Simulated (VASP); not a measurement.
# Si5IrO12 (P1) in VASP: single point with PBEsol+U

Aim: the single point of Si5IrO12 with PBEsol+U.

Program: VASP 6.6.1. These are calculated values, not measurements. Logs are shortened: lines on timing, memory, paths and dates and some standing lists are left out, and cuts for length are marked.

## Step 1: The cell of the first run

The typed cell holds 18 atoms: a = 9.833 Å, b = 4.916 Å, c = 5.408 Å, α = 90.00°, β = 90.00°, γ = 120.00°.

## Step 2: Single point, PBEsol+U

INCAR reads:

```
ALGO = Normal
EDIFF = 1E-6
ENCUT = 600
GGA = PS
GGA_COMPAT = F
ISIF = 2
ISMEAR = 0
LASPH = T
LCHARG = F
LDAU = T
LDAUJ = 0 0 0
LDAUL = 2 -1 -1
LDAUPRINT = 1
LDAUTYPE = 2
LDAUU = 2 0 0
LMAXMIX = 4
LREAL = F
LWAVE = F
NBANDS = 66
NELM = 200
PREC = Accurate
SIGMA = 0.05
```

KPOINTS reads:

```
k-points
0
Gamma
  4 4 3
```

POSCAR reads:

```
Si5IrO12
1.0
    9.8327200000      0.0000000000      0.0000000000
   -2.4581800000      4.2576927000      0.0000000000
    0.0000000000      0.0000000000      5.4084000000
Ir Si O
1 5 12
Direct
    0.2095567841      0.0280221684      0.6684638538
    0.7437721431      0.9686497245      0.6631907953
    0.9924525272      0.4091811873      0.3248097877
    0.4966600532      0.4844736196      0.3267840147
    0.2798877439      0.6044594564      0.0153879207
    0.7650349489      0.5091374658      0.9917953703
    0.2869679275      0.4623370608      0.7484287732
    0.7171659998      0.2438904775      0.7768686210
    0.3438938975      0.1406206227      0.3957701402
    0.8533554522      0.0691630075      0.4172007291
    0.4398160103      0.6877661228      0.1639402082
    0.9177669882      0.5589856714      0.1416208016
    0.1271980125      0.3685395215      0.1829945730
    0.6147675420      0.4098086509      0.1695992541
    0.0588600686      0.6079138217      0.5789013786
    0.5788095172      0.6726734768      0.5779958229
    0.2670025738      0.9247896641      0.9689705855
    0.8215200801      0.8516610707      0.8712527811
```

Potentials or basis: VASP PAW PBE potentials, release 64 (Ir, Si, O).

The run is started by

```
$ cat potpaw_PBE.64/Ir/POTCAR potpaw_PBE.64/Si/POTCAR potpaw_PBE.64/O/POTCAR > POTCAR
$ mpirun -np 1 vasp_std > vasp.out
```

OUTCAR:

```text
EDIFF = 1E-6
   ENCUT = 600
   GGA = PS
   ISIF = 2
   ISMEAR = 0
   LASPH = T
   LREAL = F
   NELM = 200
   PREC = Accurate

 ion  position               nearest neighbor table
   1  0.210  0.028  0.668-   9 1.87  17 1.87  15 1.91   7 1.92   5 3.13   5 3.17   4 3.18
   2  0.744  0.969  0.663-  16 1.61  18 1.62   8 1.62  10 1.63   3 2.95   6 2.96   4 3.02   6 3.12

   3  0.992  0.409  0.325-  12 1.61  10 1.62  15 1.62  13 1.63   2 2.95   5 3.00   6 3.10
   4  0.497  0.484  0.327-  16 1.61  14 1.62  11 1.63   9 1.65   5 3.00   2 3.02   1 3.18
   5  0.280  0.604  0.015-   7 1.62  11 1.63  13 1.64  17 1.66   4 3.00   3 3.00   1 3.13   1 3.17

   6  0.765  0.509  0.992-  12 1.61  14 1.62  18 1.62   8 1.63   2 2.96   3 3.10   2 3.12
   7  0.287  0.462  0.748-   5 1.62   1 1.92
   8  0.717  0.244  0.777-   2 1.62   6 1.63
   9  0.344  0.141  0.396-   4 1.65   1 1.87
  10  0.853  0.069  0.417-   3 1.62   2 1.63
  11  0.440  0.688  0.164-   5 1.63   4 1.63
  12  0.918  0.559  0.142-   6 1.61   3 1.61
  13  0.127  0.369  0.183-   3 1.63   5 1.64
  14  0.615  0.410  0.170-   6 1.62   4 1.62
  15  0.059  0.608  0.579-   3 1.62   1 1.91
  16  0.579  0.673  0.578-   2 1.61   4 1.61
  17  0.267  0.925  0.969-   5 1.66   1 1.87
  18  0.822  0.852  0.871-   2 1.62   6 1.62

  Warning from LATTYP: Monoclinic adjustment (A1->A3, A2->A1, A3->A2)!
  LATTYP: Found a simple orthorhombic cell.
 ALAT       =     4.9163600397
 B/A-ratio  =     1.1000821657
 C/A-ratio  =     1.7320507982

  Lattice vectors:

 A1 = (  -2.4581800000,   4.2576927000,   0.0000000000)
 A2 = (   0.0000000000,   0.0000000000,   5.4084000000)
 A3 = (   7.3745400000,   4.2576927000,   0.0000000000)

Analysis of symmetry for initial positions (statically):
=====================================================================
 Subroutine PRICEL returns:
 Original cell was already a primitive cell.

 Routine SETGRP: Setting up the symmetry group for a
 simple orthorhombic supercell.

 Subroutine GETGRP returns: Found  1 space group operations
 (whereof  1 operations were pure point group operations)
 out of a pool of  8 trial point group operations.

The static configuration has the point symmetry C_1 .

Analysis of symmetry for dynamics (positions and initial velocities):
=====================================================================
 Subroutine PRICEL returns:
 Original cell was already a primitive cell.

 Routine SETGRP: Setting up the symmetry group for a
 simple orthorhombic supercell.

 Subroutine GETGRP returns: Found  1 space group operations
 (whereof  1 operations were pure point group operations)
 out of a pool of  8 trial point group operations.

The dynamic configuration has the point symmetry C_1 .

 Subroutine INISYM returns: Found  1 space group operations
 (whereof  1 operations are pure point group operations),
 and found     1 'primitive' translations

----------------------------------------------------------------------------------------

                                     Primitive cell

  volume of cell :     226.4210

  direct lattice vectors                    reciprocal lattice vectors
     9.832720000  0.000000000  0.000000000     0.101701259  0.058717248  0.000000000
    -2.458180000  4.257692700  0.000000000     0.000000000  0.234868994  0.000000000
     0.000000000  0.000000000  5.408400000     0.000000000  0.000000000  0.184897567

  length of vectors
     9.832720000  4.916360040  5.408400000     0.117434498  0.234868994  0.184897567

  position of ions in fractional coordinates (direct lattice)
     0.209556784  0.028022168  0.668463854
     0.743772143  0.968649724  0.663190795
     0.992452527  0.409181187  0.324809788
     0.496660053  0.484473620  0.326784015
     0.279887744  0.604459456  0.015387921
     0.765034949  0.509137466  0.991795370
[... 10 lines left out ...]
     0.267002574  0.924789664  0.968970586
     0.821520080  0.851661071  0.871252781
[... 92 lines left out ...]
   NELM   =    200;   NELMIN=  2; NELMDL= -5     # of ELM steps
   EDIFF  = 0.1E-05   stopping-criterion for ELM
   LREAL  =      F    real-space projection
   EDIFFG = 0.1E-04   stopping-criterion for IOM
   NSW    =      0    number of steps for IOM
   IBRION =     -1    ionic relax: 0-MD 1-quasi-New 2-CG
   NFREE  =      0    steps in history (QN), initial steepest desc. (CG)
   ISIF   =      2    stress and relaxation
   ISYM   =      2    0-nonsym 1-usesym 2-fastsym
   POTIM  = 0.5000    time-step for ionic-motion
   TEBEG  =    0.0;   TEEND  =   0.0 temperature during run
   PSTRESS=    0.0 pullay stress
   NELECT =     101.0000    total number of electrons
   NUPDOWN=      -1.0000    fix difference up-down
   EMIN   =  10.00;   EMAX   =-10.00  energy-range for DOS
   EFERMI =   0.00;   METHOD = LEGACY
   ISMEAR =     0;   SIGMA  =   0.05  broadening in eV -4-tet -1-fermi 0-gaus
   EFERMI_NEDOS =   21; number of points for ismear=-14 and -15
   IALGO  =     38    algorithm
   IMIX   =      4    mixing-type and parameters
     AMIX     =   0.40;   BMIX     =  1.00
     AMIX_MAG =   1.60;   BMIX_MAG =  1.00
  volume/ion in A,a.u.               =      12.58        84.89
  Fermi-wavevector in a.u.,A,eV,Ry     =   1.250863  2.363788 21.288463  1.564658
  Thomas-Fermi vector in A             =   2.384837
   LORBIT       =      0    0 simple, 1 ext, 2 COOP (PROOUT), +10 PAW based schemes
 LDA+U is selected, type is set to LDAUTYPE =  2
   angular momentum for each species LDAUL =     2   -1   -1
   U (eV)           for each species LDAUU =   2.0  0.0  0.0
   J (eV)           for each species LDAUJ =   0.0  0.0  0.0
   GGA     = PS    functional components
   LHFCALC =     F    Hartree Fock is set to
   AEXX    =    0.0000 exact exchange contribution
   IVDW    =     0    specifies the selected vdW correction
   LEPSILON=     F    determine dielectric tensor
   LRPA    =     F    only Hartree local field effects (RPA)
 non-spin polarized calculation
 Gauss-broadening in eV      SIGMA  =   0.05
  energy-cutoff  :      600.00
  volume of cell :      226.42
 maximum number of plane-waves:      7574
 NGX is ok and might be reduce to    80
   NGX = 39   NGY = 19   NGZ = 21

atom =   1  type =  1  l = 2

 onsite density matrix

spin component  1

  0.6721 -0.0216  0.0143  0.0886 -0.0414
 -0.0216  0.8068  0.1606 -0.0259  0.1391
  0.0143  0.1606  0.7829 -0.0501 -0.1248
  0.0886 -0.0259 -0.0501  0.5073  0.0251
 -0.0414  0.1391 -0.1248  0.0251  0.7930

spin component  2

  0.6721 -0.0216  0.0143  0.0886 -0.0414
 -0.0216  0.8068  0.1606 -0.0259  0.1391
  0.0143  0.1606  0.7829 -0.0501 -0.1248
  0.0886 -0.0259 -0.0501  0.5073  0.0251
 -0.0414  0.1391 -0.1248  0.0251  0.7930

 occupancies and eigenvectors

  o =  0.4590  v =  0.3985 -0.0254 -0.1121 -0.9059  0.0860  0.0000  0.0000  0.0000  0.0000  0.0000      0.0000  0.0000  0.0000  0.0000  0.0000  0.0000  0.0000  0.0000  0.0000  0.0000
  o =  0.4590  v =  0.0000  0.0000  0.0000  0.0000  0.0000  0.3985 -0.0254 -0.1121 -0.9059  0.0860      0.0000  0.0000  0.0000  0.0000  0.0000  0.0000  0.0000  0.0000  0.0000  0.0000
  o =  0.5107  v =  0.0110 -0.5823  0.5965 -0.0002  0.5523  0.0000  0.0000  0.0000  0.0000  0.0000      0.0000  0.0000  0.0000  0.0000  0.0000  0.0000  0.0000  0.0000  0.0000  0.0000
  o =  0.5107  v =  0.0000  0.0000  0.0000  0.0000  0.0000  0.0110 -0.5823  0.5965 -0.0002  0.5523      0.0000  0.0000  0.0000  0.0000  0.0000  0.0000  0.0000  0.0000  0.0000  0.0000
  o =  0.7036  v =  0.0000  0.0000  0.0000  0.0000  0.0000  0.8996  0.1289  0.0060  0.4020  0.1117      0.0000  0.0000  0.0000  0.0000  0.0000  0.0000  0.0000  0.0000  0.0000  0.0000
  o =  0.7036  v =  0.8996  0.1289  0.0060  0.4020  0.1117  0.0000  0.0000  0.0000  0.0000  0.0000      0.0000  0.0000  0.0000  0.0000  0.0000  0.0000  0.0000  0.0000  0.0000  0.0000
  o =  0.9216  v = -0.1479  0.1403 -0.5841  0.0776  0.7818  0.0000  0.0000  0.0000  0.0000  0.0000      0.0000  0.0000  0.0000  0.0000  0.0000  0.0000  0.0000  0.0000  0.0000  0.0000
  o =  0.9216  v =  0.0000  0.0000  0.0000  0.0000  0.0000 -0.1479  0.1403 -0.5841  0.0776  0.7818      0.0000  0.0000  0.0000  0.0000  0.0000  0.0000  0.0000  0.0000  0.0000  0.0000
  o =  0.9672  v =  0.0000  0.0000  0.0000  0.0000  0.0000 -0.0997  0.7899  0.5389 -0.1087  0.2528      0.0000  0.0000  0.0000  0.0000  0.0000  0.0000  0.0000  0.0000  0.0000  0.0000
  o =  0.9672  v = -0.0997  0.7899  0.5389 -0.1087  0.2528  0.0000  0.0000  0.0000  0.0000  0.0000      0.0000  0.0000  0.0000  0.0000  0.0000  0.0000  0.0000  0.0000  0.0000  0.0000

 number of electron     101.0000002 magnetization

 Free energy of the ion-electron system (eV)
  ---------------------------------------------------
  ext. energy  EPLUGINS =         0.00000000
  ---------------------------------------------------
  free energy    TOTEN  =      -139.83665537 eV

  energy without entropy =     -139.82291940  energy(sigma->0) =     -139.82978739

 E-fermi :   3.3323     XC(G=0):  -9.7697

 val. band max:        3.3321648144   @ k =   0.5000   0.2500   0.0000
 cond. band min:       3.3491127749   @ k =   0.0000   0.2500   0.3333
 fundamental gap:      0.0169479605
 Fermi energy:         3.3323283959

 k-point     1 :       0.0000    0.0000    0.0000
  band No.  band energies     occupation
      1     -18.1146      2.00000
      2     -17.3955      2.00000
      3     -17.1633      2.00000
      4     -16.6642      2.00000
      5     -16.4412      2.00000
      6     -16.0874      2.00000
[... 1549 lines left out ...]
     61      11.0232      0.00000
     62      11.1218      0.00000

 [... further k-points ...]

 [bands above 62 left out]

------------------------ aborting loop because EDIFF is reached ----------------------------------------

  FORCE on cell =-STRESS in cart. coord.  units (eV):
  Direction    XX          YY          ZZ          XY          YZ          ZX
  --------------------------------------------------------------------------------------
  -------------------------------------------------------------------------------------
  Total        1.1336936      5.4335442      5.0715066      1.2187592     -1.1297072      1.6297822
  in kB        8.0221264     38.4482874     35.8864738      8.6240588     -7.9939183     11.5324974
  external PRESSURE =      27.4522959 kB  Pullay stress =       0.0000000 kB

 VOLUME and BASIS-vectors are now :
 -----------------------------------------------------------------------------
  energy-cutoff  :      600.00
  volume of cell :      226.42
      direct lattice vectors                 reciprocal lattice vectors
     9.832720000  0.000000000  0.000000000     0.101701259  0.058717248  0.000000000
    -2.458180000  4.257692700  0.000000000     0.000000000  0.234868994  0.000000000
     0.000000000  0.000000000  5.408400000     0.000000000  0.000000000  0.184897567

 POSITION                                       TOTAL-FORCE (eV/Angst)
 -----------------------------------------------------------------------------------
      1.99163      0.11931      3.61532        -0.102325      0.092643     -0.019885
      4.93219      4.12421      3.58680        -0.027724      0.015416      0.014338
      8.75267      1.74217      1.75670         0.036734     -0.073610     -0.127293
      3.69260      2.06274      1.76738        -0.006939     -0.083236     -0.005212
      1.26619      2.57360      0.08322        -0.025803      0.080420      0.074464
      6.27082      2.16775      5.36403        -0.017577     -0.002406      0.008343
[... 10 lines left out ...]
      0.35206      3.93747      5.24058        -0.036105     -0.041642      0.043796
      5.98424      3.62611      4.71208         0.015504      0.031727      0.005599
 -----------------------------------------------------------------------------------
    total drift:                               -0.000147      0.000483     -0.000653

  FREE ENERGIE OF THE ION-ELECTRON SYSTEM (eV)
  ---------------------------------------------------
  free  energy   TOTEN  =      -139.8366553745 eV

  energy  without entropy=     -139.8229193975  energy(sigma->0) =     -139.82978739
```

Wall time 15 min (1 thread of Intel Xeon 6975P-C, shared host); peak memory 0.63 GiB.

What came out:

| Quantity | Value |
| --- | --- |
| Free energy | -139.8367 eV |
| Pressure | 2.7 GPa |
| Largest force | 0.290 eV/Å |

Forces in eV/Å, atoms in the order of the input:
```
Ir  -0.102  0.093 -0.020
Si  -0.028  0.015  0.014
Si   0.037 -0.074 -0.127
Si  -0.007 -0.083 -0.005
Si  -0.026  0.080  0.074
Si  -0.018 -0.002  0.008
O   -0.028 -0.090 -0.152
O   -0.001  0.008 -0.010
O    0.010 -0.023 -0.079
O   -0.005 -0.038 -0.022
O    0.013  0.037 -0.028
O    0.020  0.004  0.022
O    0.003 -0.025  0.027
O    0.014  0.002 -0.004
O    0.155  0.109  0.219
O   -0.017 -0.004  0.032
O   -0.036 -0.042  0.044
O    0.016  0.032  0.006
```

Eigenvalues of the final occupation matrices:
```
    site  spin  trace               eigenvalues
site 1 d     1   3.56  0.46 0.51 0.70 0.92 0.97
site 1 d     2   3.56  0.46 0.51 0.70 0.92 0.97
```

Caveat: the k points lie up to 0.39 Å⁻¹ apart; the PAW data sets were made with another functional, which shifts forces and pressure a little; spin-orbit coupling is left out, which moves the levels of the heavy elements; an odd number of electrons without spin polarisation forces a metal; a magnetic or distorted state may lie lower; U without spin polarisation on a metal has little footing.
